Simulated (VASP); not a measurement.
A run of VASP 6.6.1:

POSCAR

```
TiAl
1.0
    3.2647517932     -0.0834800277      0.0926664972
   -0.0834800277      3.0440011994     -0.0573070299
    0.0926664972     -0.0573070299      3.2052839430
Ti Al
1 1
Direct
    0.0028794425     -0.0017245887      0.0012062989
    0.4971205575      0.5017245887      0.4987937011
```

INCAR.step1

```
SYSTEM = TiAl
ALGO     = Normal         ! electronic algorithm
EDIFF    = 1E-4           ! SCF threshold, eV
ENCUT    = 520            ! plane-wave cutoff, eV
GGA      = PE             ! functional
ISMEAR   = 0              ! smearing method
LASPH    = .TRUE.         ! aspherical terms in the spheres
LCHARG   = .FALSE.        ! write CHGCAR
LREAL    = .FALSE.        ! projectors in reciprocal space
LWAVE    = .TRUE.         ! write WAVECAR
NBANDS   = 14             ! bands
NELM     = 100            ! most SCF steps
PREC     = Accurate       ! precision mode
SIGMA    = 0.15           ! smearing width, eV
```

The input INCAR.step2:

```
SYSTEM = TiAl
ALGO     = Normal         ! electronic algorithm
EDIFF    = 1E-7           ! SCF threshold, eV
ENCUT    = 520            ! plane-wave cutoff, eV
ISIF     = 2              ! what is computed and relaxed
ISMEAR   = 0              ! smearing method
ISTART   = 1            
LASPH    = .TRUE.         ! aspherical terms in the spheres
LCHARG   = .FALSE.        ! write CHGCAR
LMIXTAU  = .TRUE.       
LREAL    = .FALSE.        ! projectors in reciprocal space
LWAVE    = .FALSE.        ! write WAVECAR
METAGGA  = R2SCAN         ! meta-GGA
NBANDS   = 14             ! bands
NELM     = 100            ! most SCF steps
PREC     = Accurate       ! precision mode
SIGMA    = 0.15           ! smearing width, eV
```

Contents of KPOINTS:

```
k-points
0
G
  10 10 10
  0 0 0
```

Potentials or basis: VASP PAW PBE potentials, release 64 (Ti_sv, Al).

Run with:

```bash
$ cat potpaw_PBE.64/Ti_sv/POTCAR potpaw_PBE.64/Al/POTCAR > POTCAR
$ cp INCAR.step1 INCAR
$ mpirun -np 1 vasp_std > vasp.out
$ cp INCAR.step2 INCAR
$ mpirun -np 1 vasp_std > vasp.out
```

Hardware: 1 thread of Intel(R) Xeon(R) 6975P-C (Granite Rapids), with other jobs on the host.

Problem. Estimate the wall time of this run.

Solution. Wall time 3.3 min on 1 thread of Intel(R) Xeon(R) 6975P-C (Granite Rapids), on a shared host, peak memory 0.33 GiB. Counts: k points 504.
